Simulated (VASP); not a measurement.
# Si (a cell with a defect) in VASP: a series of runs, part 2 of 2

VASP 6.6.1. Earlier steps stand in the parts before.

## Step 3: Single point, PBE

Input file INCAR:

```
PREC = Accurate
ENCUT = 400
EDIFF = 1E-6
ISMEAR = 0
SIGMA = 0.05
LREAL = Auto
LASPH = T
NELM = 120
ALGO = Normal
ISIF = 2
LWAVE = F
LCHARG = F
GGA = PE
NBANDS = 163
GGA_COMPAT = F
```

Input file KPOINTS:

```
Automatic mesh
0
Gamma
  1 1 1
```

Input file POSCAR:

```
Si
1.0
   10.8600000000      0.0000000000      0.0000000000
    0.0000000000     10.8600000000      0.0000000000
    0.0000000000      0.0000000000     10.8600000000
Si
63
Direct
    0.5001670350     -0.0007845304     -0.0002463168
    0.6308814917      0.1299673112      0.1225566298
    0.7668660221      0.2659390424      0.0057524862
    0.9036781768      0.4027522099      0.1285232044
    0.7501591160     -0.0020590239      0.2460581031
    0.8739003683      0.1235442910      0.3713139963
    0.0001372007     -0.0007926335      0.0002043278
    0.1240742173      0.1280536832      0.1230567219
    0.2383244015      0.2610625230     -0.0042305709
    0.3713581031      0.3752404236      0.1230899632
    0.5001363720      0.4992081952      0.0001965009
    0.6289400552      0.6231851750      0.1230445672
    0.7620053407      0.7373836096     -0.0042329650
    0.8762241252      0.8703856354      0.1231031308
    0.2501313076      0.0005175875      0.2460369245
    0.3760256906      0.1232970534      0.3733963168
    0.4988745856      0.2492033149      0.2461122468
    0.6245035912      0.3729947514      0.3713120626
    0.7538612339      0.5015297422      0.2521059853
    0.8712802947      0.6280520258      0.3818452118
    0.5001355433     -0.0007907919      0.5001009208
    0.6247633517      0.1238682320      0.6261153775
    0.7474968692      0.2465654696      0.4965070902
    0.8725458564      0.3715802026      0.6201703499
    0.7505025783      0.0021140884      0.7540738490
    0.8767171271      0.1292049724      0.8779385820
    0.0966312155      0.5956959484      0.1285397790
    0.2334503683      0.7325162983      0.0057571823
    0.3694400552      0.8684873849      0.1225570902
    0.0024449355      0.2529601289      0.2521547882
    0.1290162983      0.3703922652      0.3818431860
    0.2464452118      0.4969250460      0.2521305709
    0.3758177716      0.6254471455      0.3713153775
    0.5014422652      0.7492200737      0.2460895028
    0.6242685083      0.8751334254      0.3733868324
    0.0001471455     -0.0007747698      0.4981711786
    0.1263688766      0.1209134438      0.6271430018
    0.2542827808      0.2451146409      0.5048685083
    0.3785037753      0.3729962247      0.6271633517
    0.5001577348      0.4992210866      0.4981787293
    0.6218171271      0.6254632597      0.6271440147
    0.7460322284      0.7533572744      0.5048647330
    0.8739467772      0.8775455801      0.6271689687
    0.2497822284     -0.0036559853      0.7540722836
    0.3711632597      0.1281890424      0.8759810313
    0.5030408840      0.2495825046      0.7541396869
    0.6301774401      0.3758273481      0.8779327808
    0.7517635359      0.4985475138      0.7470848066
    0.8929018416      0.6064604052      0.8701495396
   -0.0021211786      0.7454822284      0.2521895948
    0.1264026703      0.8749055249      0.3713143646
    0.0001393186      0.4992111418      0.5001159300
    0.1277463168      0.6268559853      0.6201450276
    0.2528132597      0.7518821363      0.4965073665
    0.3755279926      0.8745567219      0.6261395028
   -0.0005290055      0.2508105893      0.7471460405
    0.1074118785      0.3919664825      0.8701474217
    0.2485283610      0.4998999079      0.7470826888
    0.3701151934      0.6226090239      0.8779261510
    0.4972691529      0.7488401473      0.7541345304
    0.6291418048      0.8702500000      0.8759824125
    0.0008456722      0.7476117864      0.7471450276
    0.1235911602      0.8692337017      0.8779373849
```

Potentials or basis: VASP PAW PBE potentials, release 64 (Si).

Command:

```sh
$ cat potpaw_PBE.64/Si/POTCAR > POTCAR
$ mpirun -np 1 vasp_gam > vasp.out
```

OUTCAR:

```text
PREC = Accurate
   ENCUT = 400
   EDIFF = 1E-6
   ISMEAR = 0
   LREAL = Auto
   LASPH = T
   NELM = 120
   ISIF = 2
   GGA = PE

 ion  position               nearest neighbor table
   1  0.500  0.999  1.000-  61 2.39  45 2.39  29 2.41   2 2.41
   2  0.631  0.130  0.123-  17 2.35   5 2.35   1 2.41   3 2.44
   3  0.767  0.266  0.006-  47 2.36  26 2.36   2 2.44   4 2.49
   4  0.904  0.403  0.129-  19 2.37  30 2.37   3 2.49  27 2.96
   5  0.750  0.998  0.246-   6 2.35   2 2.35  35 2.36  14 2.36
   6  0.874  0.124  0.371-   5 2.35  23 2.35  30 2.37  36 2.37
[... 40 lines left out ...]
  47  0.630  0.376  0.878-  48 2.35  11 2.36   3 2.36  46 2.37
  48  0.752  0.499  0.747-  49 2.35  24 2.35  47 2.35  41 2.36
  49  0.893  0.606  0.870-  62 2.35  48 2.35  13 2.43
  50  0.998  0.745  0.252-  20 2.35  14 2.36  51 2.37  27 2.37
  51  0.126  0.875  0.371-  15 2.35  54 2.35  50 2.37  36 2.37
  52  0.000  0.499  0.500-  24 2.35  53 2.35  31 2.36  20 2.36
  53  0.128  0.627  0.620-  54 2.34  62 2.35  58 2.35  52 2.35
  54  0.253  0.752  0.497-  53 2.34  51 2.35  33 2.35  55 2.35
  55  0.376  0.875  0.626-  54 2.35  21 2.35  60 2.35  44 2.35
  56  0.999  0.251  0.747-  57 2.35  24 2.35  26 2.35  37 2.36
  57  0.107  0.392  0.870-  56 2.35  58 2.35   9 2.43
  58  0.249  0.500  0.747-  57 2.35  53 2.35  59 2.35  39 2.36
  59  0.370  0.623  0.878-  58 2.35  11 2.36  28 2.36  60 2.37
  60  0.497  0.749  0.754-  41 2.35  61 2.35  55 2.35  59 2.37
  61  0.629  0.870  0.876-  60 2.35  25 2.35   1 2.39  13 2.42
  62  0.001  0.748  0.747-  49 2.35  53 2.35  63 2.35  43 2.36
  63  0.124  0.869  0.878-  62 2.35   7 2.36  28 2.36  44 2.36

  LATTYP: Found a simple cubic cell.
 ALAT       =    10.8600000000

  Lattice vectors:

 A1 = (  10.8600000000,   0.0000000000,   0.0000000000)
 A2 = (   0.0000000000,  10.8600000000,   0.0000000000)
 A3 = (   0.0000000000,   0.0000000000,  10.8600000000)

Analysis of symmetry for initial positions (statically):
=====================================================================
 Subroutine PRICEL returns:
 Original cell was already a primitive cell.

 Routine SETGRP: Setting up the symmetry group for a
 simple cubic supercell.

 Subroutine GETGRP returns: Found  1 space group operations
 (whereof  1 operations were pure point group operations)
 out of a pool of 48 trial point group operations.

The static configuration has the point symmetry C_1 .

Analysis of symmetry for dynamics (positions and initial velocities):
=====================================================================
 Subroutine PRICEL returns:
 Original cell was already a primitive cell.

 Routine SETGRP: Setting up the symmetry group for a
 simple cubic supercell.

 Subroutine GETGRP returns: Found  1 space group operations
 (whereof  1 operations were pure point group operations)
 out of a pool of 48 trial point group operations.

The dynamic configuration has the point symmetry C_1 .

 Subroutine INISYM returns: Found  1 space group operations
 (whereof  1 operations are pure point group operations),
 and found     1 'primitive' translations

----------------------------------------------------------------------------------------

                                     Primitive cell
[... 164 lines left out ...]
 ===========================================

 Found      1 irreducible k-points:

 Following reciprocal coordinates:
            Coordinates               Weight
  0.000000  0.000000  0.000000      1.000000
   k-points           NKPTS =      1   k-points in BZ     NKDIM =      1   number of bands    NBANDS=    163
   number of dos      NEDOS =    301   number of ions     NIONS =     63
   total plane-waves  NPLWV = 373248
   dimension x,y,z NGX =    72 NGY =   72 NGZ =   72
   dimension x,y,z NGXF=   144 NGYF=  144 NGZF=  144
   ions per type =              63
   NGX,Y,Z   is equivalent  to a cutoff of  11.02, 11.02, 11.02 a.u.
   NGXF,Y,Z  is equivalent  to a cutoff of  22.04, 22.04, 22.04 a.u.
 SYSTEM =  unknown system
   PREC   = accura    normal or accurate (medium, high low for compatibility)
   ISTART =      0    job   : 0-new  1-cont  2-samecut
   ICHARG =      2    charge: 1-file 2-atom 10-const
   ISPIN  =      1    spin polarized calculation?
   LNONCOLLINEAR =      F non collinear calculations
   LSORBIT =      F    spin-orbit coupling
   LASPH  =      T    aspherical Exc in radial PAW
   ENCUT  =  400.0 eV  29.40 Ry    5.42 a.u.  17.71 17.71 17.71*2*pi/ulx,y,z
   NELM   =    120;   NELMIN=  2; NELMDL= -5     # of ELM steps
   EDIFF  = 0.1E-05   stopping-criterion for ELM
   LREAL  =      T    real-space projection
   EDIFFG = 0.1E-04   stopping-criterion for IOM
   NSW    =      0    number of steps for IOM
   IBRION =     -1    ionic relax: 0-MD 1-quasi-New 2-CG
   NFREE  =      0    steps in history (QN), initial steepest desc. (CG)
   ISIF   =      2    stress and relaxation
   ISYM   =      2    0-nonsym 1-usesym 2-fastsym
   POTIM  = 0.5000    time-step for ionic-motion
   TEBEG  =    0.0;   TEEND  =   0.0 temperature during run
   PSTRESS=    0.0 pullay stress
   NELECT =     252.0000    total number of electrons
   NUPDOWN=      -1.0000    fix difference up-down
   EMIN   =  10.00;   EMAX   =-10.00  energy-range for DOS
   EFERMI =   0.00;   METHOD = LEGACY
   ISMEAR =     0;   SIGMA  =   0.05  broadening in eV -4-tet -1-fermi 0-gaus
   EFERMI_NEDOS =   21; number of points for ismear=-14 and -15
   IALGO  =     38    algorithm
   IMIX   =      4    mixing-type and parameters
     AMIX     =   0.40;   BMIX     =  1.00
     AMIX_MAG =   1.60;   BMIX_MAG =  1.00
  volume/ion in A,a.u.               =      20.33       137.20
  Fermi-wavevector in a.u.,A,eV,Ry     =   0.952164  1.799329 12.335269  0.906617
  Thomas-Fermi vector in A             =   2.080702
   LORBIT       =      0    0 simple, 1 ext, 2 COOP (PROOUT), +10 PAW based schemes
   GGA     = PE    functional components
   LHFCALC =     F    Hartree Fock is set to
   AEXX    =    0.0000 exact exchange contribution
   IVDW    =     0    specifies the selected vdW correction
   LEPSILON=     F    determine dielectric tensor
   LRPA    =     F    only Hartree local field effects (RPA)
 non-spin polarized calculation
 Gauss-broadening in eV      SIGMA  =   0.05
  energy-cutoff  :      400.00
  volume of cell :     1280.82
 maximum number of plane-waves:     11564
 NGX is ok and might be reduce to    70
   NGX = 35   NGY = 35   NGZ = 35

 number of electron     252.0000004 magnetization

 Free energy of the ion-electron system (eV)
  ---------------------------------------------------
  ext. energy  EPLUGINS =         0.00000000
  ---------------------------------------------------
  free energy    TOTEN  =      -332.04996818 eV

  energy without entropy =     -332.04995627  energy(sigma->0) =     -332.04996222

 E-fermi :   6.1814     XC(G=0):  -9.3412

 val. band max:        6.0359578806   @ k =   0.0000   0.0000   0.0000
 cond. band min:       6.3271055128   @ k =   0.0000   0.0000   0.0000
 fundamental gap:      0.2911476322
 Fermi energy:         6.1814377112

 k-point     1 :       0.0000    0.0000    0.0000
  band No.  band energies     occupation
      1      -6.1693      2.00000
      2      -5.1246      2.00000
      3      -5.1166      2.00000
      4      -5.1054      2.00000
      5      -5.0913      2.00000
      6      -5.0904      2.00000
[... 130 lines left out ...]
    137       6.9365      0.00000
    138       6.9409      0.00000
 [bands above 138 left out]

------------------------ aborting loop because EDIFF is reached ----------------------------------------

  FORCE on cell =-STRESS in cart. coord.  units (eV):
  Direction    XX          YY          ZZ          XY          YZ          ZX
  --------------------------------------------------------------------------------------
  -------------------------------------------------------------------------------------
  Total        4.9695241      4.9662886     21.7986779     -1.6548238      0.0018458      0.0028196
  in kB        6.2163564      6.2123091     27.2678729     -2.0700120      0.0023089      0.0035271
  external PRESSURE =      13.2321795 kB  Pullay stress =       0.0000000 kB

 VOLUME and BASIS-vectors are now :
 -----------------------------------------------------------------------------
  energy-cutoff  :      400.00
  volume of cell :     1280.82
      direct lattice vectors                 reciprocal lattice vectors
    10.860000000  0.000000000  0.000000000     0.092081031  0.000000000  0.000000000
     0.000000000 10.860000000  0.000000000     0.000000000  0.092081031  0.000000000
     0.000000000  0.000000000 10.860000000     0.000000000  0.000000000  0.092081031

 POSITION                                       TOTAL-FORCE (eV/Angst)
 -----------------------------------------------------------------------------------
      5.43181     10.85148     10.85732        -0.001259      0.000365     -0.002043
      6.85137      1.41144      1.33096        -0.000490     -0.002256      0.003553
      8.32817      2.88810      0.06247        -0.001772     -0.001871     -0.004678
      9.81395      4.37389      1.39576        -0.000008     -0.000166      0.005509
      8.14673     10.83764      2.67219         0.000664     -0.000562     -0.000884
      9.49056      1.34169      4.03247         0.000384      0.002008     -0.000239
[... 55 lines left out ...]
      0.00918      8.11906      8.11399        -0.000531      0.000096      0.000036
      1.34220      9.43988      9.53440        -0.002040     -0.000521     -0.002099
 -----------------------------------------------------------------------------------
    total drift:                               -0.000414     -0.006952     -0.012650

  FREE ENERGIE OF THE ION-ELECTRON SYSTEM (eV)
  ---------------------------------------------------
  free  energy   TOTEN  =      -332.0499681774 eV

  energy  without entropy=     -332.0499562670  energy(sigma->0) =     -332.04996222
```

It took 4.7 min on 1 thread of Intel Xeon 8259CL, shared host; peak memory 0.71 GiB.

Results:

- Free energy: -332.0500 eV
- Pressure: 1.3 GPa
- Largest force: 0.013 eV/Å

Forces on the atoms (eV/Å):
```
Si  -0.001  0.000 -0.002
Si   0.000 -0.002  0.004
Si  -0.002 -0.002 -0.005
Si   0.000  0.000  0.006
Si   0.001 -0.001 -0.001
Si   0.000  0.002  0.000
Si   0.001 -0.001  0.001
Si   0.000  0.000  0.000
Si  -0.001 -0.001  0.001
Si   0.000  0.001 -0.001
Si   0.000 -0.001  0.000
Si   0.001  0.000  0.001
Si  -0.002  0.001  0.001
Si   0.000 -0.002 -0.001
Si   0.000 -0.001  0.000
Si   0.001  0.001  0.000
Si   0.000  0.002 -0.001
Si   0.000 -0.002  0.000
Si  -0.001  0.002  0.001
Si   0.002 -0.001  0.001
Si   0.001 -0.001  0.001
Si   0.001  0.001 -0.001
Si   0.000  0.000  0.000
Si   0.000  0.001  0.000
Si   0.000  0.000  0.003
Si   0.000  0.001 -0.001
Si   0.001  0.001  0.005
Si   0.002  0.002 -0.005
Si   0.000  0.001  0.004
Si   0.003 -0.002  0.001
Si  -0.001  0.000  0.001
Si   0.000 -0.004  0.000
Si   0.000  0.002  0.000
Si   0.000  0.000 -0.001
Si  -0.001  0.001  0.002
Si   0.000  0.001  0.001
Si  -0.001 -0.002  0.000
Si   0.000  0.001  0.000
Si  -0.001  0.000  0.000
Si   0.000  0.001  0.000
Si   0.000 -0.002  0.002
Si   0.002  0.000  0.001
Si   0.001  0.000  0.000
Si   0.001  0.000  0.002
Si   0.000  0.001 -0.002
Si   0.001  0.002  0.000
Si   0.000  0.000 -0.002
Si   0.000 -0.001  0.002
Si  -0.008  0.008 -0.006
Si  -0.004  0.000 -0.001
Si   0.002  0.000  0.000
Si   0.000  0.000  0.002
Si   0.001 -0.001 -0.001
Si  -0.001 -0.002 -0.001
Si  -0.001  0.001 -0.001
Si  -0.001  0.001  0.001
Si   0.009 -0.007 -0.006
Si  -0.001  0.001  0.001
Si   0.000  0.000 -0.001
Si   0.000  0.001  0.002
Si   0.000  0.000 -0.003
Si  -0.001  0.000  0.000
Si  -0.002 -0.001 -0.002
```

Stress tensor (GPa, compression positive):
```
 0.62 -0.21  0.00
-0.21  0.62  0.00
 0.00  0.00  2.73
```

Caveat: the k points lie up to 0.58 Å⁻¹ apart.
